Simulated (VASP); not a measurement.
Set up this calculation in VASP 6.6.1, as the native input.

* Task: relaxation of cell and atoms
* Functional: PBE
* Potentials or basis: VASP PAW PBE potentials, release 64 (Na_pv, F)
* Cutoff: 600 eV
* k mesh: 8 × 8 × 8
* Occupations: gaussian, width 0.02 eV
* Spin: no spin polarisation
* Dipole correction: no
* Further INCAR settings: ALGO = Normal; EDIFF = 1e-06; IBRION = 2; EDIFFG = -0.01; NSW = 100; ISIF = 3

The structure of NaF lies in POSCAR:

```
NaF
1.0
    0.0000000000      3.1745417000      5.7423775000
    1.6501899000      0.0000000000      5.7423775000
    1.6501899000      3.1745417000      0.0000000000
Na F
2 2
Direct
    0.1835050000      0.1835050000      0.8164950000
    0.4335050000      0.4335050000      0.0664950000
    0.8164950000      0.8164950000      0.1835050000
    0.0664950000      0.0664950000      0.4335050000
```

The cell was built from a structure type or drawn by symmetry, and may not be a known phase.

One way to write it, as run:

INCAR

```
PREC = Accurate ; ENCUT = 600
EDIFF = 1E-6 ; ISMEAR = 0
SIGMA = 0.02 ; LREAL = F
LASPH = T ; NELM = 60
ALGO = Normal ; ISIF = 3
LWAVE = F ; LCHARG = F
GGA = PE ; IBRION = 2
NSW = 100 ; EDIFFG = -0.01
```

KPOINTS

```
regular mesh
0
Gamma
  8 8 8
```

Potentials or basis: VASP PAW PBE potentials, release 64 (Na_pv, F).

The run is started by

```sh
$ cat potpaw_PBE.64/Na_pv/POTCAR potpaw_PBE.64/F/POTCAR > POTCAR
$ mpirun -np 1 vasp_std > vasp.out
```

It gave:

- Relaxed volume: 14.99 Å³/atom
- Relaxed cell: a = 6.555 Å, b = 5.970 Å, c = 3.572 Å, α = 82.68°, β = 64.60°, γ = 32.72°
- Space group after relaxing (to 0.1 Å): Fdd2 (No. 43)
- Energy gained by relaxing: 0.0 meV/atom
- Ionic steps: 4
- Pressure after relaxing: 0.0 GPa
- Band gap on the k mesh: 5.38 eV

Run time: 5.3 min on 1 thread of Intel(R) Xeon(R) Platinum 8259CL CPU @ 2.50GHz (Skylake/Cascade Lake), with other jobs on the host, peak memory 0.33 GiB.
